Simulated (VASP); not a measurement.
Input of a VASP 6.6.1 run:

INCAR

```
PREC = Accurate
ENCUT = 600
EDIFF = 1E-6
ISMEAR = 0
SIGMA = 0.1
LREAL = F
LASPH = T
NELM = 100
ALGO = Normal
ISIF = 3
LWAVE = F
LCHARG = F
GGA = PE
IBRION = 2
NSW = 90
EDIFFG = -0.04
```

KPOINTS

```
regular mesh
0
Gamma
  6 6 2
```

File POSCAR:

```
Na2H5
1.0
    2.1066136200     -2.2313066600      0.0000000000
    2.1066136200      2.2313066600      0.0000000000
    0.0000000000      0.0000000000      8.3598625700
Na H
2 5
Direct
    0.0000000000      0.0000000000      0.7329275400
    0.5000000000      0.5000000000      0.2654094800
    0.0000000000      0.5000000000      0.4585194900
    0.5000000000      0.0000000000      0.4585194900
    0.2106064200      0.7893935800      0.4817884200
    0.7893935800      0.2106064200      0.4817884200
    0.0000000000      0.0000000000      0.2592156900
```

Potentials or basis: VASP PAW PBE potentials, release 64 (Na_pv, H).

Command:

```console
$ cat potpaw_PBE.64/Na_pv/POTCAR potpaw_PBE.64/H/POTCAR > POTCAR
$ mpirun -np 1 vasp_std > vasp.out
```

What does it give for the relaxed cell?

a = 3.422 Å, b = 3.422 Å, c = 7.686 Å, α = 90.00°, β = 90.00°, γ = 104.13°.

Estimate the relaxed volume.

12.47 Å³/atom.

Estimate the space group after relaxing (to 0.05 Å).

Cmm2 (No. 35).

Step by step:
```csv
step,energy change (eV),largest force (eV/Å),pressure (GPa),volume (Å³)
1,0.0000,1.0777,4.55,78.59
3,-0.6738,0.4212,-0.25,93.95
5,-0.7624,0.3717,-0.01,95.26
7,-0.8328,0.2240,1.08,96.03
9,-0.8999,0.2478,-0.70,104.75
11,-0.9246,0.1430,-0.59,103.43
13,-0.9529,0.1566,0.25,99.38
15,-0.9658,0.1344,0.04,99.09
17,-0.9779,0.3107,0.39,89.81
19,-1.0048,0.1252,0.05,93.38
21,-1.0338,0.1744,-0.02,90.93
23,-1.0608,0.1830,0.57,87.88
25,-1.0787,0.2390,0.37,87.04
27,-1.0851,0.2017,0.18,87.60
29,-1.0992,0.0943,-0.22,88.84
31,-1.1043,0.1149,0.08,88.44
33,-1.1149,0.1168,-0.23,88.77
35,-1.1167,0.1204,-0.39,88.95
37,-1.1263,0.1027,-0.20,88.11
39,-1.1342,0.1665,0.13,86.53
41,-1.1435,0.1675,-0.04,86.54
43,-1.1556,0.0664,0.33,86.23
45,-1.1577,0.0552,0.01,87.11
46,-1.1587,0.0357,-0.01,87.26
```

Caveat: the k points lie up to 0.41 Å⁻¹ apart in the final cell.
